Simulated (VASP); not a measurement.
Here is a VASP 6.6.1 calculation.

POSCAR

```
Ir
1.0
    3.8492788677      0.0000000000     -0.0000000001
    0.0000000000      3.8492788677      0.0000000000
   -1.9246394338      0.0000000000      1.9198889802
Ir
2
Direct
    0.0000000000      0.0000000000      0.0000000000
    0.5000000000      0.5000000000      0.0000000000
```

INCAR.step1

```
PREC = Accurate ; ENCUT = 620
ISMEAR = 0 ; SIGMA = 0.1
LREAL = F ; LASPH = T
NELM = 120 ; NBANDS = 24
GGA = PE ; ALGO = Normal
EDIFF = 1E-5 ; LWAVE = T
LCHARG = F ; GGA_COMPAT = F
```

INCAR.step2

```
PREC = Accurate ; ENCUT = 620
EDIFF = 1E-6 ; ISMEAR = 0
SIGMA = 0.1 ; LREAL = F
LASPH = T ; NELM = 120
ALGO = Normal ; ISIF = 2
LWAVE = F ; LCHARG = T
METAGGA = R2SCAN ; LMIXTAU = T
LELF = T ; LVHAR = T
NBANDS = 24 ; ISTART = 1
GGA_COMPAT = F
```

Contents of KPOINTS:

```
regular mesh
0
Gamma
  9 9 18
```

Potentials or basis: VASP PAW PBE potentials, release 64 (Ir_sv_GW).

Command:

```sh
$ cat potpaw_PBE.64/Ir_sv_GW/POTCAR > POTCAR
$ cp INCAR.step1 INCAR
$ mpirun -np 1 vasp_std > vasp.out
$ cp INCAR.step2 INCAR
$ mpirun -np 1 vasp_std > vasp.out
```

Task: What does it give for the band gap on the k mesh?

Result: Zero (bands 17 and 18 overlap by 3.03 eV).

Task: What does it give for the pressure?

Result: -1.6 GPa.

Stress tensor (GPa, compression positive):
```
-1.90  0.00  0.00
 0.00 -1.90  0.00
 0.00  0.00 -0.93
```

Caveat: the PAW data sets were made with another functional, which shifts forces and pressure a little; spin-orbit coupling is left out, which moves the levels of the heavy elements.
